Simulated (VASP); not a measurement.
# InP (Fm-3m) in VASP: a series of runs, part 3 of 3

VASP 6.6.1.

**5. Electric field gradients, LDA (24.20 Å³/atom)**

This run uses another cell than the first one, of 24.20 Å³/atom.

INCAR reads:

```
ALGO = Normal ; EDIFF = 1E-8
ENCUT = 520 ; ISIF = 2
ISMEAR = -1 ; LASPH = True
LCHARG = False ; LEFG = True
LREAL = False ; LWAVE = False
NBANDS = 16 ; NELM = 60
PREC = Accurate ; SIGMA = 0.05
```

KPOINTS reads:

```
k-points
0
Gamma
  11 11 11
```

POSCAR reads:

```
InP
1.0
    0.0000000000      2.8925700979      2.8925700979
    2.8925700979      0.0000000000      2.8925700979
    2.8925700979      2.8925700979      0.0000000000
In P
1 1
Direct
    0.0000000000      0.0000000000      0.0000000000
    0.5000000000      0.5000000000      0.5000000000
```

Potentials or basis: VASP PAW LDA potentials, release 64 (In_d, P).

On the command line:

```console
cat potpaw_LDA.64/In_d/POTCAR potpaw_LDA.64/P/POTCAR > POTCAR
mpirun -np 1 vasp_std > vasp.out
```

OUTCAR:

```text
EDIFF = 1E-8
   ENCUT = 520
   ISIF = 2
   ISMEAR = -1
   LASPH = True
   LREAL = False
   NELM = 60
   PREC = Accurate

 ion  position               nearest neighbor table
   1  0.000  0.000  0.000-   2 2.89   2 2.89   2 2.89   2 2.89   2 2.89   2 2.89
   2  0.500  0.500  0.500-   1 2.89   1 2.89   1 2.89   1 2.89   1 2.89   1 2.89

  LATTYP: Found a face centered cubic cell.
 ALAT       =     5.7851401958

  Lattice vectors:

 A1 = (   0.0000000000,   2.8925700979,   2.8925700979)
 A2 = (   2.8925700979,   0.0000000000,   2.8925700979)
 A3 = (   2.8925700979,   2.8925700979,   0.0000000000)

Analysis of symmetry for initial positions (statically):
=====================================================================
 Subroutine PRICEL returns:
 Original cell was already a primitive cell.

 Routine SETGRP: Setting up the symmetry group for a
 face centered cubic supercell.

 Subroutine GETGRP returns: Found 48 space group operations
 (whereof 48 operations were pure point group operations)
 out of a pool of 48 trial point group operations.

The static configuration has the point symmetry O_h .

Analysis of symmetry for dynamics (positions and initial velocities):
=====================================================================
 Subroutine PRICEL returns:
 Original cell was already a primitive cell.

 Routine SETGRP: Setting up the symmetry group for a
 face centered cubic supercell.

 Subroutine GETGRP returns: Found 48 space group operations
 (whereof 48 operations were pure point group operations)
 out of a pool of 48 trial point group operations.

The dynamic configuration has the point symmetry O_h .

 Subroutine INISYM returns: Found 48 space group operations
 (whereof 48 operations are pure point group operations),
[... 148 lines left out ...]
 Fermi energy:         5.3120928711

 k-point     1 :       0.0000    0.0000    0.0000
  band No.  band energies     occupation
      1      -8.6847      2.00000
      2      -8.6847      2.00000
      3      -8.6680      2.00000
      4      -8.6680      2.00000
      5      -8.6680      2.00000
      6      -5.7792      2.00000
[... 433 lines left out ...]
      3      -8.6649      2.00000
      4      -8.6445      2.00000
      5      -8.6347      2.00000
      6      -4.8773      2.00000
[... 8 lines left out ...]
     15      14.6316      0.00000
     16      15.9361      0.00000

 [... further k-points ...]
[... 5 lines left out ...]
  --------------------------------------------------------------------------------------
  -------------------------------------------------------------------------------------
  Total       -3.3083686     -3.3083686     -3.3083686      0.0000000     -0.0000000      0.0000000
  in kB     -109.5072323   -109.5072323   -109.5072323      0.0000000     -0.0000000      0.0000000
  external PRESSURE =    -109.5072323 kB  Pullay stress =       0.0000000 kB

 VOLUME and BASIS-vectors are now :
 -----------------------------------------------------------------------------
  energy-cutoff  :      520.00
  volume of cell :       48.40
      direct lattice vectors                 reciprocal lattice vectors
     0.000000000  2.892570098  2.892570098    -0.172856658  0.172856658  0.172856658
     2.892570098  0.000000000  2.892570098     0.172856658 -0.172856658  0.172856658
     2.892570098  2.892570098  0.000000000     0.172856658  0.172856658 -0.172856658

 POSITION                                       TOTAL-FORCE (eV/Angst)
 -----------------------------------------------------------------------------------
      0.00000      0.00000      0.00000         0.000000      0.000000     -0.000000
      2.89257      2.89257      2.89257         0.000000      0.000000      0.000000
 -----------------------------------------------------------------------------------
    total drift:                               -0.000000      0.000000      0.000000

  FREE ENERGIE OF THE ION-ELECTRON SYSTEM (eV)
  ---------------------------------------------------
  free  energy   TOTEN  =        -8.9721728165 eV

  energy  without entropy=       -8.9637926942  energy(sigma->0) =       -8.96798276

 Electric field gradients (V/A^2)
---------------------------------------------------------------------
 ion       V_xx      V_yy      V_zz      V_xy      V_xz      V_yz
---------------------------------------------------------------------
   1       0.000    -0.000     0.000    -0.002    -0.002    -0.002
   2       0.000     0.000    -0.000     0.000     0.000     0.000
---------------------------------------------------------------------

 Electric field gradients after diagonalization (V/A^2)
 (convention: |V_zz| > |V_xx| > |V_yy|)
----------------------------------------------------------------------
 ion       V_xx      V_yy      V_zz     asymmetry (V_yy - V_xx)/ V_zz
----------------------------------------------------------------------
   1       0.002     0.002    -0.004       0.000
   2      -0.000    -0.000     0.000       0.000
----------------------------------------------------------------------

           NMR quadrupolar parameters

 Cq : quadrupolar parameter    Cq=e*Q*V_zz/h
 eta: asymmetry parameters     (V_yy - V_xx)/ V_zz
 Q  : nuclear electric quadrupole moment in mb (millibarn)
----------------------------------------------------------------------
 ion       Cq(MHz)       eta       Q (mb)
----------------------------------------------------------------------
   1      -0.000       0.000       1.000
   2       0.000       0.000       1.000
----------------------------------------------------------------------
```

OSZICAR:

```text
N       E                     dE             d eps       ncg     rms          rms(c)
DAV:   1     0.106694611472E+03    0.10669E+03   -0.83584E+03  1816   0.129E+03
DAV:   2    -0.209454948279E+01   -0.10879E+03   -0.10405E+03  1992   0.296E+02
DAV:   3    -0.903840592312E+01   -0.69439E+01   -0.68552E+01  2416   0.723E+01
DAV:   4    -0.921653830746E+01   -0.17813E+00   -0.17805E+00  2184   0.119E+01
DAV:   5    -0.922514476835E+01   -0.86065E-02   -0.86062E-02  2792   0.235E+00    0.385E+00
DAV:   6    -0.898468440710E+01    0.24046E+00   -0.46313E-01  2728   0.967E+00    0.215E+00
DAV:   7    -0.897538756481E+01    0.92968E-02   -0.41542E-02  2360   0.144E+00    0.956E-01
DAV:   8    -0.897221836087E+01    0.31692E-02   -0.35112E-03  2120   0.626E-01    0.746E-02
DAV:   9    -0.897217052176E+01    0.47839E-04   -0.16315E-04  2768   0.149E-01    0.562E-02
DAV:  10    -0.897217272522E+01   -0.22035E-05   -0.16273E-05  2224   0.299E-02    0.130E-02
DAV:  11    -0.897217281165E+01   -0.86432E-07   -0.13440E-06  2576   0.105E-02    0.315E-03
DAV:  12    -0.897217281961E+01   -0.79588E-08   -0.16596E-07  2360   0.627E-03    0.161E-03
DAV:  13    -0.897217281654E+01    0.30702E-08   -0.10650E-08  1480   0.153E-03
   1 F= -.89721728E+01 E0= -.89679828E+01  d E =-.838012E-02
```

It took 52 s on 1 thread of Intel Xeon 8259CL, shared host; peak memory 0.17 GiB.

What came out:

- Free energy: -8.9722 eV
- Pressure: -11.0 GPa
- Band gap on the k mesh: zero (bands 9 and 10 overlap by 2.21 eV)
- Largest electric field gradient by atom: zero within the noise of the run

Caveat: the cell stands under tension; spin-orbit coupling is left out, which moves the levels of the heavy elements.

**6. Electric field gradients, LDA (24.20 Å³/atom)**

This run uses another cell than the first one, of 24.20 Å³/atom.

INCAR reads:

```
PREC = Accurate
ENCUT = 520
EDIFF = 1E-8
ISMEAR = -1
SIGMA = 0.05
LREAL = False
LASPH = True
NELM = 60
ALGO = Normal
ISIF = 2
LWAVE = False
LCHARG = False
GGA = CA
LEFG = True
NBANDS = 16
```

KPOINTS reads:

```
Automatic mesh
0
Gamma
  11 11 11
```

POSCAR is that of step 5.

Potentials or basis: VASP PAW LDA potentials, release 64 (In_d, P).

On the command line:

```console
cat potpaw_LDA.64/In_d/POTCAR potpaw_LDA.64/P/POTCAR > POTCAR
mpirun -np 1 vasp_std > vasp.out
```

OUTCAR:

```text
PREC = Accurate
   ENCUT = 520
   EDIFF = 1E-8
   ISMEAR = -1
   LREAL = False
   LASPH = True
   NELM = 60
   ISIF = 2
   GGA = CA

 ion  position               nearest neighbor table
   1  0.000  0.000  0.000-   2 2.89   2 2.89   2 2.89   2 2.89   2 2.89   2 2.89
   2  0.500  0.500  0.500-   1 2.89   1 2.89   1 2.89   1 2.89   1 2.89   1 2.89

  LATTYP: Found a face centered cubic cell.
 ALAT       =     5.7851401958

  Lattice vectors:

 A1 = (   0.0000000000,   2.8925700979,   2.8925700979)
 A2 = (   2.8925700979,   0.0000000000,   2.8925700979)
 A3 = (   2.8925700979,   2.8925700979,   0.0000000000)

Analysis of symmetry for initial positions (statically):
=====================================================================
 Subroutine PRICEL returns:
 Original cell was already a primitive cell.

 Routine SETGRP: Setting up the symmetry group for a
 face centered cubic supercell.

 Subroutine GETGRP returns: Found 48 space group operations
 (whereof 48 operations were pure point group operations)
 out of a pool of 48 trial point group operations.

The static configuration has the point symmetry O_h .

Analysis of symmetry for dynamics (positions and initial velocities):
=====================================================================
 Subroutine PRICEL returns:
 Original cell was already a primitive cell.

 Routine SETGRP: Setting up the symmetry group for a
 face centered cubic supercell.

 Subroutine GETGRP returns: Found 48 space group operations
 (whereof 48 operations were pure point group operations)
 out of a pool of 48 trial point group operations.

The dynamic configuration has the point symmetry O_h .

[... 148 lines left out ...]
 cond. band min:       5.3504651264   @ k =  -0.0909   0.0909   0.0000
 fundamental gap:      0.0488429082
 Fermi energy:         5.3120928711

 k-point     1 :       0.0000    0.0000    0.0000
  band No.  band energies     occupation
      1      -8.6847      2.00000
      2      -8.6847      2.00000
      3      -8.6680      2.00000
      4      -8.6680      2.00000
      5      -8.6680      2.00000
      6      -5.7792      2.00000
[... 433 lines left out ...]
      3      -8.6649      2.00000
      4      -8.6445      2.00000
      5      -8.6347      2.00000
      6      -4.8773      2.00000
[... 8 lines left out ...]
     15      14.6316      0.00000
     16      15.9361      0.00000

 [... further k-points ...]
[... 5 lines left out ...]
  --------------------------------------------------------------------------------------
  -------------------------------------------------------------------------------------
  Total       -3.3083686     -3.3083686     -3.3083686      0.0000000     -0.0000000      0.0000000
  in kB     -109.5072323   -109.5072323   -109.5072323      0.0000000     -0.0000000      0.0000000
  external PRESSURE =    -109.5072323 kB  Pullay stress =       0.0000000 kB

 VOLUME and BASIS-vectors are now :
 -----------------------------------------------------------------------------
  energy-cutoff  :      520.00
  volume of cell :       48.40
      direct lattice vectors                 reciprocal lattice vectors
     0.000000000  2.892570098  2.892570098    -0.172856658  0.172856658  0.172856658
     2.892570098  0.000000000  2.892570098     0.172856658 -0.172856658  0.172856658
     2.892570098  2.892570098  0.000000000     0.172856658  0.172856658 -0.172856658

 POSITION                                       TOTAL-FORCE (eV/Angst)
 -----------------------------------------------------------------------------------
      0.00000      0.00000      0.00000         0.000000      0.000000     -0.000000
      2.89257      2.89257      2.89257         0.000000      0.000000      0.000000
 -----------------------------------------------------------------------------------
    total drift:                               -0.000000      0.000000      0.000000

  FREE ENERGIE OF THE ION-ELECTRON SYSTEM (eV)
  ---------------------------------------------------
  free  energy   TOTEN  =        -8.9721728165 eV

  energy  without entropy=       -8.9637926942  energy(sigma->0) =       -8.96798276

 Electric field gradients (V/A^2)
---------------------------------------------------------------------
 ion       V_xx      V_yy      V_zz      V_xy      V_xz      V_yz
---------------------------------------------------------------------
   1       0.000    -0.000     0.000    -0.002    -0.002    -0.002
   2       0.000     0.000    -0.000     0.000     0.000     0.000
---------------------------------------------------------------------

 Electric field gradients after diagonalization (V/A^2)
 (convention: |V_zz| > |V_xx| > |V_yy|)
----------------------------------------------------------------------
 ion       V_xx      V_yy      V_zz     asymmetry (V_yy - V_xx)/ V_zz
----------------------------------------------------------------------
   1       0.002     0.002    -0.004       0.000
   2      -0.000    -0.000     0.000       0.000
----------------------------------------------------------------------

           NMR quadrupolar parameters

 Cq : quadrupolar parameter    Cq=e*Q*V_zz/h
 eta: asymmetry parameters     (V_yy - V_xx)/ V_zz
 Q  : nuclear electric quadrupole moment in mb (millibarn)
----------------------------------------------------------------------
 ion       Cq(MHz)       eta       Q (mb)
----------------------------------------------------------------------
   1      -0.000       0.000       1.000
   2       0.000       0.000       1.000
----------------------------------------------------------------------
```

It took 51 s on 1 thread of Intel Xeon 8259CL, shared host; peak memory 0.18 GiB.

What came out:

| Quantity | Value |
| --- | --- |
| Free energy | -8.9722 eV |
| Pressure | -11.0 GPa |
| Band gap on the k mesh | zero (bands 9 and 10 overlap by 2.21 eV) |
| Largest electric field gradient by atom | zero within the noise of the run |

Levels at points of the mesh, in eV from the Fermi level:
| k point | band 6 | band 7 | band 8 | band 9 | band 10 | band 11 | band 12 | band 13 |
| --- | --- | --- | --- | --- | --- | --- | --- | --- |
| (0.00, 0.00, 0.00) | -11.09 | -0.57 | -0.17 | -0.17 | -0.17 | 7.10 | 7.10 | 7.10 |

Caveat: the cell stands under tension; spin-orbit coupling is left out, which moves the levels of the heavy elements.

**7. Overview**

| cell | gap on the mesh (eV) | pressure (GPa) |
| --- | --- | --- |
| a = 4.051 Å, angles 60.0°, 2 atoms | none | -10.0 |
| a = 4.064 Å, angles 60.0°, 2 atoms | none | -10.4 |
| a = 4.091 Å, angles 60.0°, 2 atoms | none | -11.0 |

Alike in all rows: task electric field gradients; level LDA; potentials or basis VASP PAW LDA potentials, release 64 (In_d, P); no spin polarisation; k mesh 11 × 11 × 11; cutoff (eV) 520; smearing fermi-dirac 0.05 eV.

Caveats: the cell stands under tension; spin-orbit coupling is left out, which moves the levels of the heavy elements.

Absolute energies hang on the potentials; compare differences alone.
